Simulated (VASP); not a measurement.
# NaZn15S16 (a cell with a defect) in VASP: electric field gradients with PBE

Aim: the electric field gradients of NaZn15S16 (a cell with a defect) with PBE.

Everything below comes from runs of VASP 6.6.1. Logs are shortened: lines on timing, memory, paths and dates and some standing lists are left out, and cuts for length are marked.

**1. The cell of the first run**

The cell holds a defect, 32 atoms: a = 7.622 Å, b = 7.622 Å, c = 12.468 Å, α = 90.00°, β = 90.00°, γ = 120.00°.

**2. Electric field gradients, PBE**

Input file INCAR:

```
SYSTEM = NaZn15S16
  ALGO = Normal
  EDIFF = 1E-8
  ENCUT = 520
  GGA = PE
  ISIF = 2
  ISMEAR = -1
  LASPH = .True.
  LCHARG = .False.
  LEFG = .True.
  LREAL = Auto
  LWAVE = .False.
  NBANDS = 164
  NELECT = 284.0
  NELM = 100
  PREC = Accurate
  SIGMA = 0.01
```

Input file KPOINTS:

```
k-points
0
Gamma
  3 3 2
  0 0 0
```

Input file POSCAR:

```
NaZn15S16
1.0
    7.6220000000      0.0000000000      0.0000000000
   -3.8110000000      6.6008456276      0.0000000000
    0.0000000000      0.0000000000     12.4680000000
Na Zn S
1 15 16
Direct
    0.1666666666      0.3333333334      0.0000000000
    0.1666666666      0.3333333334      0.5000000000
    0.1666666666      0.8333333334      0.0000000000
    0.1666666666      0.8333333334      0.5000000000
    0.6666666666      0.3333333334      0.0000000000
    0.6666666666      0.3333333334      0.5000000000
    0.6666666666      0.8333333334      0.0000000000
    0.6666666666      0.8333333334      0.5000000000
    0.3333333334      0.1666666666      0.2500000000
    0.3333333334      0.1666666666      0.7500000000
    0.3333333334      0.6666666666      0.2500000000
    0.3333333334      0.6666666666      0.7500000000
    0.8333333334      0.1666666666      0.2500000000
    0.8333333334      0.1666666666      0.7500000000
    0.8333333334      0.6666666666      0.2500000000
    0.8333333334      0.6666666666      0.7500000000
    0.1666666666      0.3333333334      0.1925000000
    0.1666666666      0.3333333334      0.6925000000
    0.1666666666      0.8333333334      0.1925000000
    0.1666666666      0.8333333334      0.6925000000
    0.6666666666      0.3333333334      0.1925000000
    0.6666666666      0.3333333334      0.6925000000
    0.6666666666      0.8333333334      0.1925000000
    0.6666666666      0.8333333334      0.6925000000
    0.3333333334      0.1666666666      0.4425000000
    0.3333333334      0.1666666666      0.9425000000
    0.3333333334      0.6666666666      0.4425000000
    0.3333333334      0.6666666666      0.9425000000
    0.8333333334      0.1666666666      0.4425000000
    0.8333333334      0.1666666666      0.9425000000
    0.8333333334      0.6666666666      0.4425000000
    0.8333333334      0.6666666666      0.9425000000
```

Potentials or basis: VASP PAW PBE potentials, release 64 (Na_pv, Zn, S).

Started as:

```sh
cat potpaw_PBE.64/Na_pv/POTCAR potpaw_PBE.64/Zn/POTCAR potpaw_PBE.64/S/POTCAR > POTCAR
mpirun -np 1 vasp_std > vasp.out
```

OUTCAR:

```text
SYSTEM = NaZn15S16
   EDIFF = 1E-8
   ENCUT = 520
   GGA = PE
   ISIF = 2
   ISMEAR = -1
   LASPH = .True.
   LREAL = Auto
   NELECT = 284.0
   NELM = 100
   PREC = Accurate

 ion  position               nearest neighbor table
   1  0.167  0.333  0.000-  28 2.31  30 2.31  26 2.31  17 2.40
   2  0.167  0.333  0.500-  27 2.31  29 2.31  25 2.31  18 2.40
   3  0.167  0.833  0.000-  26 2.31  32 2.31  28 2.31  19 2.40
   4  0.167  0.833  0.500-  25 2.31  31 2.31  27 2.31  20 2.40
   5  0.667  0.333  0.000-  32 2.31  26 2.31  30 2.31  21 2.40
   6  0.667  0.333  0.500-  31 2.31  25 2.31  29 2.31  22 2.40
[... 24 lines left out ...]
  31  0.833  0.667  0.443-   6 2.31   4 2.31   8 2.31  15 2.40
  32  0.833  0.667  0.943-   5 2.31   3 2.31   7 2.31  16 2.40

  LATTYP: Found a hexagonal cell.
 ALAT       =     7.6220000000
 C/A-ratio  =     1.6357911309

  Lattice vectors:

 A1 = (   7.6220000000,   0.0000000000,   0.0000000000)
 A2 = (  -3.8110000000,   6.6008456276,   0.0000000000)
 A3 = (   0.0000000000,   0.0000000000,  12.4680000000)

Analysis of symmetry for initial positions (statically):
=====================================================================
 Subroutine PRICEL returns:
 Original cell was already a primitive cell.

 Routine SETGRP: Setting up the symmetry group for a
 hexagonal supercell.

 Subroutine GETGRP returns: Found  6 space group operations
 (whereof  2 operations were pure point group operations)
 out of a pool of 24 trial point group operations.

The static configuration has the point symmetry C_1h.
 The point group associated with its full space group is C_3v.

Analysis of symmetry for dynamics (positions and initial velocities):
=====================================================================
 Subroutine PRICEL returns:
 Original cell was already a primitive cell.

 Routine SETGRP: Setting up the symmetry group for a
 hexagonal supercell.

 Subroutine GETGRP returns: Found  6 space group operations
 (whereof  2 operations were pure point group operations)
 out of a pool of 24 trial point group operations.

The dynamic configuration has the point symmetry C_1h.
 The point group associated with its full space group is C_3v.

 Subroutine INISYM returns: Found  6 space group operations
 (whereof  2 operations are pure point group operations),
 and found     1 'primitive' translations

----------------------------------------------------------------------------------------

                                     Primitive cell

  volume of cell :     627.2856

  direct lattice vectors                    reciprocal lattice vectors
     7.622000000  0.000000000  0.000000000     0.131199160  0.075747871  0.000000000
    -3.811000000  6.600845628  0.000000000     0.000000000  0.151495741  0.000000000
     0.000000000  0.000000000 12.468000000     0.000000000  0.000000000  0.080205326

  length of vectors
     7.622000000  7.622000000 12.468000000     0.151495741  0.151495741  0.080205326

  position of ions in fractional coordinates (direct lattice)
     0.166666667  0.333333333  0.000000000
     0.166666667  0.333333333  0.500000000
     0.166666667  0.833333333  0.000000000
     0.166666667  0.833333333  0.500000000
     0.666666667  0.333333333  0.000000000
     0.666666667  0.333333333  0.500000000
[... 24 lines left out ...]
     0.833333333  0.666666667  0.442500000
     0.833333333  0.666666667  0.942500000

  ion indices of the primitive-cell ions
   primitive index   ion index
                 1           1
                 2           2
                 3           3
                 4           4
                 5           5
                 6           6
[... 24 lines left out ...]
                31          31
                32          32

----------------------------------------------------------------------------------------

 KPOINTS: k-points

Automatic generation of k-mesh.
 Grid dimensions read from file:
 generate k-points for:    3    3    2

 Generating k-lattice:

  Cartesian coordinates                     Fractional coordinates (reciprocal lattice)
     0.043733053  0.025249290  0.000000000     0.333333333  0.000000000  0.000000000
     0.000000000  0.050498580  0.000000000     0.000000000  0.333333333  0.000000000
[... 35 lines left out ...]
   LSORBIT =      F    spin-orbit coupling
   LASPH  =      T    aspherical Exc in radial PAW
   ENCUT  =  520.0 eV  38.22 Ry    6.18 a.u.  14.17 14.17 23.18*2*pi/ulx,y,z
   NELM   =    100;   NELMIN=  2; NELMDL= -5     # of ELM steps
   EDIFF  = 0.1E-07   stopping-criterion for ELM
   LREAL  =      T    real-space projection
   EDIFFG = 0.1E-06   stopping-criterion for IOM
   NSW    =      0    number of steps for IOM
   IBRION =     -1    ionic relax: 0-MD 1-quasi-New 2-CG
   NFREE  =      0    steps in history (QN), initial steepest desc. (CG)
   ISIF   =      2    stress and relaxation
   ISYM   =      2    0-nonsym 1-usesym 2-fastsym
   POTIM  = 0.5000    time-step for ionic-motion
   TEBEG  =    0.0;   TEEND  =   0.0 temperature during run
   PSTRESS=    0.0 pullay stress
   NELECT =     284.0000    total number of electrons
   NUPDOWN=      -1.0000    fix difference up-down
   EMIN   =  10.00;   EMAX   =-10.00  energy-range for DOS
   EFERMI =   0.00;   METHOD = LEGACY
   ISMEAR =    -1;   SIGMA  =   0.01  broadening in eV -4-tet -1-fermi 0-gaus
   EFERMI_NEDOS =   21; number of points for ismear=-14 and -15
   IALGO  =     38    algorithm
   IMIX   =      4    mixing-type and parameters
     AMIX     =   0.40;   BMIX     =  1.00
     AMIX_MAG =   1.60;   BMIX_MAG =  1.00
  volume/ion in A,a.u.               =      19.60       132.29
  Fermi-wavevector in a.u.,A,eV,Ry     =   1.257069  2.375516 21.500238  1.580223
  Thomas-Fermi vector in A             =   2.390746
   LORBIT       =      0    0 simple, 1 ext, 2 COOP (PROOUT), +10 PAW based schemes
   GGA     = PE    functional components
   LHFCALC =     F    Hartree Fock is set to
   AEXX    =    0.0000 exact exchange contribution
   IVDW    =     0    specifies the selected vdW correction
   LEPSILON=     F    determine dielectric tensor
   LRPA    =     F    only Hartree local field effects (RPA)
 non-spin polarized calculation
  energy-cutoff  :      520.00
  volume of cell :      627.29
 maximum number of plane-waves:     16944
 NGX is ok and might be reduce to    60
   NGX = 29   NGY = 29   NGZ = 47

 number of electron     283.9999997 magnetization

 Free energy of the ion-electron system (eV)
  ---------------------------------------------------
  ext. energy  EPLUGINS =         0.00000000
  ---------------------------------------------------
  free energy    TOTEN  =      -105.07198227 eV

  energy without entropy =     -105.07198227  energy(sigma->0) =     -105.07198227

 E-fermi :   2.7468     XC(G=0):  -9.6262

 val. band max:        2.4654388704   @ k =   0.0000   0.0000   0.0000
 cond. band min:       4.4098617488   @ k =   0.0000   0.0000   0.0000
 fundamental gap:      1.9444228784
 Fermi energy:         2.7468168985

 k-point     1 :       0.0000    0.0000    0.0000
  band No.  band energies     occupation
      1     -19.0129      2.00000
      2     -19.0129      2.00000
      3     -19.0003      2.00000
      4     -11.1678      2.00000
      5     -10.7183      2.00000
      6     -10.5593      2.00000
[... 931 lines left out ...]
    153       7.1966      0.00000
    154       7.2504      0.00000
 [bands above 154 left out]

------------------------ aborting loop because EDIFF is reached ----------------------------------------

  FORCE on cell =-STRESS in cart. coord.  units (eV):
  Direction    XX          YY          ZZ          XY          YZ          ZX
  --------------------------------------------------------------------------------------
  -------------------------------------------------------------------------------------
  Total       26.2561529     26.2561529     16.0726362      0.0000000      0.0000000     -0.0000000
  in kB       67.0619784     67.0619784     41.0518169      0.0000000      0.0000000     -0.0000000
  external PRESSURE =      58.3919246 kB  Pullay stress =       0.0000000 kB

 VOLUME and BASIS-vectors are now :
 -----------------------------------------------------------------------------
  energy-cutoff  :      520.00
  volume of cell :      627.29
      direct lattice vectors                 reciprocal lattice vectors
     7.622000000  0.000000000  0.000000000     0.131199160  0.075747871  0.000000000
    -3.811000000  6.600845628  0.000000000     0.000000000  0.151495741  0.000000000
     0.000000000  0.000000000 12.468000000     0.000000000  0.000000000  0.080205326

 POSITION                                       TOTAL-FORCE (eV/Angst)
 -----------------------------------------------------------------------------------
     -0.00000      2.20028      0.00000         0.000000      0.000000      0.439620
     -0.00000      2.20028      6.23400         0.000000      0.000000      0.387714
     -1.90550      5.50070      0.00000         0.404818      0.233722     -0.119902
     -1.90550      5.50070      6.23400         0.020513      0.011843      0.442552
      3.81100      2.20028      0.00000         0.000000     -0.467444     -0.119902
      3.81100      2.20028      6.23400         0.000000     -0.023686      0.442552
[... 24 lines left out ...]
      3.81100      4.40056      5.51709         0.000000      0.000000     -0.326812
      3.81100      4.40056     11.75109         0.000000      0.000000     -0.313073
 -----------------------------------------------------------------------------------
    total drift:                               -0.000006     -0.000001      0.037516

  FREE ENERGIE OF THE ION-ELECTRON SYSTEM (eV)
  ---------------------------------------------------
  free  energy   TOTEN  =      -105.0719822706 eV

  energy  without entropy=     -105.0719822706  energy(sigma->0) =     -105.07198227

 Electric field gradients (V/A^2)
---------------------------------------------------------------------
 ion       V_xx      V_yy      V_zz      V_xy      V_xz      V_yz
---------------------------------------------------------------------
   1      -4.244    -4.249     8.492    -0.004     0.000    -0.000
   2      -7.585    -7.586    15.172    -0.001     0.000    -0.000
   3     -13.411   -17.839    31.251     3.831     5.824     3.362
   4      -7.601    -7.983    15.584     0.329     0.411     0.237
   5     -20.050   -11.200    31.251    -0.002     0.000    -6.725
   6      -8.172    -7.412    15.584    -0.001     0.000    -0.474
[... 24 lines left out ...]
  31       4.910     4.909    -9.819    -0.001     0.000    -0.000
  32      -3.976    -3.976     7.952    -0.000     0.000    -0.000
---------------------------------------------------------------------

 Electric field gradients after diagonalization (V/A^2)
 (convention: |V_zz| > |V_xx| > |V_yy|)
----------------------------------------------------------------------
 ion       V_xx      V_yy      V_zz     asymmetry (V_yy - V_xx)/ V_zz
----------------------------------------------------------------------
   1      -4.251    -4.241     8.492       0.001
   2      -7.587    -7.585    15.172       0.000
   3     -20.050   -12.240    32.290       0.242
   4      -8.172    -7.422    15.594       0.048
   5     -20.050   -12.240    32.290       0.242
   6      -8.172    -7.422    15.594       0.048
[... 24 lines left out ...]
  31       4.910     4.909    -9.819       0.000
  32      -3.976    -3.975     7.952       0.000
----------------------------------------------------------------------

           NMR quadrupolar parameters

 Cq : quadrupolar parameter    Cq=e*Q*V_zz/h
 eta: asymmetry parameters     (V_yy - V_xx)/ V_zz
 Q  : nuclear electric quadrupole moment in mb (millibarn)
----------------------------------------------------------------------
 ion       Cq(MHz)       eta       Q (mb)
----------------------------------------------------------------------
   1       0.021       0.001       1.000
   2       0.037       0.000       1.000
   3       0.078       0.242       1.000
   4       0.038       0.048       1.000
   5       0.078       0.242       1.000
   6       0.038       0.048       1.000
[... 24 lines left out ...]
  31      -0.024       0.000       1.000
  32       0.019       0.000       1.000
----------------------------------------------------------------------
```

Run time: 33 min. Hardware: 1 thread of Intel Xeon Platinum 8488C (Sapphire Rapids), shared host; peak memory 0.91 GiB.

Results:

| Item | Value |
| --- | --- |
| Free energy | -105.0720 eV |
| Largest force | 1.930 eV/Å |
| Largest electric field gradient by atom | Na +8.5; Zn +15.2, +32.3, +15.6, +24.3, +6.8, +23.2, +15.5 (each value once); S -89.1, -3.5, -11.1, -5.1, -13.5, -101.3, -9.8, +8.0 (each value once) V/Å² |

Forces in eV/Å, atoms in the order of the input:
```
Na   0.000  0.000  0.440
Zn   0.000  0.000  0.388
Zn   0.405  0.234 -0.120
Zn   0.021  0.012  0.443
Zn   0.000 -0.467 -0.120
Zn   0.000 -0.024  0.443
Zn  -0.405  0.234 -0.120
Zn  -0.021  0.012  0.443
Zn  -0.268  0.155  0.132
Zn   0.076 -0.044  0.880
Zn   0.000 -0.310  0.132
Zn   0.000  0.088  0.880
Zn   0.268  0.155  0.132
Zn  -0.076 -0.044  0.880
Zn   0.000  0.000  0.213
Zn   0.000  0.000  0.474
S    0.000  0.000  1.398
S    0.000  0.000 -0.567
S   -0.020 -0.011 -0.138
S   -0.055 -0.032 -0.562
S    0.000  0.023 -0.138
S    0.000  0.064 -0.562
S    0.020 -0.011 -0.138
S    0.055 -0.032 -0.562
S    0.052 -0.030 -0.236
S    1.447 -0.835 -0.967
S    0.000  0.060 -0.236
S    0.000  1.670 -0.967
S   -0.052 -0.030 -0.236
S   -1.447 -0.835 -0.967
S    0.000  0.000 -0.327
S    0.000  0.000 -0.313
```

Electric field gradients, principal values (V/Å²):
| atom | least | middle | greatest (by size) |
| --- | --- | --- | --- |
| 1 Na | -4.241 | -4.251 | 8.492 |
| 2 Zn | -7.585 | -7.587 | 15.172 |
| 3 Zn | -12.240 | -20.050 | 32.290 |
| 4 Zn | -7.422 | -8.172 | 15.594 |
| 5 Zn | -12.240 | -20.050 | 32.290 |
| 6 Zn | -7.422 | -8.172 | 15.594 |
| 7 Zn | -12.239 | -20.049 | 32.289 |
| 8 Zn | -7.420 | -8.173 | 15.594 |
| 9 Zn | -6.994 | -17.284 | 24.278 |
| 10 Zn | -1.950 | -4.856 | 6.806 |
| 11 Zn | -6.993 | -17.286 | 24.278 |
| 12 Zn | -1.949 | -4.857 | 6.806 |
| 13 Zn | -6.993 | -17.286 | 24.278 |
| 14 Zn | -1.949 | -4.857 | 6.806 |
| 15 Zn | -11.618 | -11.620 | 23.238 |
| 16 Zn | -7.739 | -7.741 | 15.480 |
| 17 S | 44.556 | 44.557 | -89.114 |
| 18 S | 1.728 | 1.729 | -3.458 |
| 19 S | 1.997 | 9.148 | -11.145 |
| 20 S | 0.395 | 4.726 | -5.122 |
| 21 S | 1.997 | 9.148 | -11.145 |
| 22 S | 0.395 | 4.726 | -5.122 |
| 23 S | 1.996 | 9.149 | -11.145 |
| 24 S | 0.395 | 4.727 | -5.121 |
| 25 S | 5.751 | 7.755 | -13.506 |
| 26 S | 46.966 | 54.348 | -101.315 |
| 27 S | 5.750 | 7.755 | -13.506 |
| 28 S | 46.967 | 54.348 | -101.315 |
| 29 S | 5.750 | 7.755 | -13.506 |
| 30 S | 46.967 | 54.348 | -101.315 |
| 31 S | 4.909 | 4.910 | -9.819 |
| 32 S | -3.975 | -3.976 | 7.952 |

Caveat: the cell carries a net charge on a neutralising background, which shifts energy and pressure; the cell is charged against a uniform background, so pressure and absolute levels hang on convention; without QUAD_EFG the Cq values of the log hold for a quadrupole moment of 1 mb, not for the nuclei.
